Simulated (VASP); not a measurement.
The system is SnO.

```
CELL_PARAMETERS angstrom
3.79860 0.00000 0.00000
0.00000 3.79860 0.00000
0.00000 0.00000 4.84080
ATOMIC_POSITIONS crystal
Sn 0.50000 0.00000 0.23690
Sn 0.00000 0.50000 0.76310
O 0.00000 0.00000 0.00000
O 0.50000 0.50000 0.00000
```

```yaml
Program: VASP 6.6.1
Task: relaxation of cell and atoms
Functional: PBE
Potentials_or_basis: VASP PAW PBE potentials, release 64 (Sn_d, O)
Cutoff: 600 eV
k_mesh: 8 × 8 × 7
Occupations: fermi-dirac, width 0.1 eV
Spin: no spin polarisation
```

At the start: pressure 4.9 GPa; volume 17.46 Å³/atom.

Q: Where does the relaxation end?

A: Over 15 steps the energy falls by 14.6 meV/atom and the volume is 18.80 Å³/atom (+7.7 %); space group P4/nmm (No. 129, to 0.1 Å) before and after.

Step by step:
| step | energy change (eV) | largest force (eV/Å) | pressure (GPa) | volume (Å³) |
| --- | --- | --- | --- | --- |
| 1 | 0.0000 | 0.6055 | 4.95 | 69.85 |
| 2 | -0.0038 | 0.8822 | -3.53 | 75.44 |
| 3 | -0.0497 | 0.1936 | 0.26 | 72.60 |
| 4 | -0.0497 | 0.1783 | 0.35 | 72.55 |
| 5 | -0.0528 | 0.1070 | 0.26 | 72.96 |
| 6 | -0.0543 | 0.0138 | 0.13 | 73.52 |
| 7 | -0.0553 | 0.0332 | -0.03 | 73.82 |
| 8 | -0.0562 | 0.0546 | -0.18 | 74.16 |
| 9 | -0.0570 | 0.0974 | -0.46 | 74.84 |
| 10 | -0.0575 | 0.0738 | -0.33 | 74.87 |
| 11 | -0.0581 | 0.0272 | -0.09 | 74.93 |
| 12 | -0.0580 | 0.0680 | 0.39 | 75.05 |
| 13 | -0.0583 | 0.0134 | 0.10 | 74.98 |
| 14 | -0.0583 | 0.0104 | 0.09 | 75.04 |
| 15 | -0.0584 | 0.0001 | 0.02 | 75.20 |

Final structure:
```
CELL_PARAMETERS angstrom
3.86637 0.00000 0.00000
0.00000 3.86637 0.00000
0.00000 0.00000 5.03068
ATOMIC_POSITIONS crystal
Sn 0.50000 0.00000 0.23123
Sn 0.00000 0.50000 0.76877
O 0.00000 0.00000 0.00000
O 0.50000 0.50000 0.00000
```
